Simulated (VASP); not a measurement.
A run of VASP 6.6.1:

File INCAR:

```
PREC = Accurate
ENCUT = 520
EDIFF = 1E-6
ISMEAR = 0
SIGMA = 0.01
LREAL = False
LASPH = True
NELM = 60
ALGO = Normal
ISIF = 2
LWAVE = False
LCHARG = False
GGA = PE
NBANDS = 28
```

KPOINTS

```
regular mesh
0
Gamma
  5 5 5
```

File POSCAR:

```
BaZrO3
1.0
    4.2259807445      0.0000000000      0.0000000000
    0.0000000000      4.2259807445      0.0000000000
    0.0000000000      0.0000000000      4.2259807445
Ba Zr O
1 1 3
Direct
    0.0000000000      0.0000000000      0.0000000000
    0.5000000000      0.5000000000      0.5000000000
    0.0000000000      0.5000000000      0.5000000000
    0.5000000000      0.0000000000      0.5000000000
    0.5000000000      0.5000000000      0.0000000000
```

Potentials or basis: VASP PAW PBE potentials, release 64 (Ba_sv, Zr_sv, O).

Launch:

```bash
$ cat potpaw_PBE.64/Ba_sv/POTCAR potpaw_PBE.64/Zr_sv/POTCAR potpaw_PBE.64/O/POTCAR > POTCAR
$ mpirun -np 1 vasp_std > vasp.out
```

Hardware: 1 thread of AMD EPYC 7R43 64-Core Processor (Zen 3) (shared host).

**Question.** Estimate the wall time of this run.

**Answer.** Wall time 20 s on 1 thread of AMD EPYC 7R43 64-Core Processor (Zen 3), on a shared host, peak memory 0.14 GiB. Counts: scf iterations 14, k points 10.
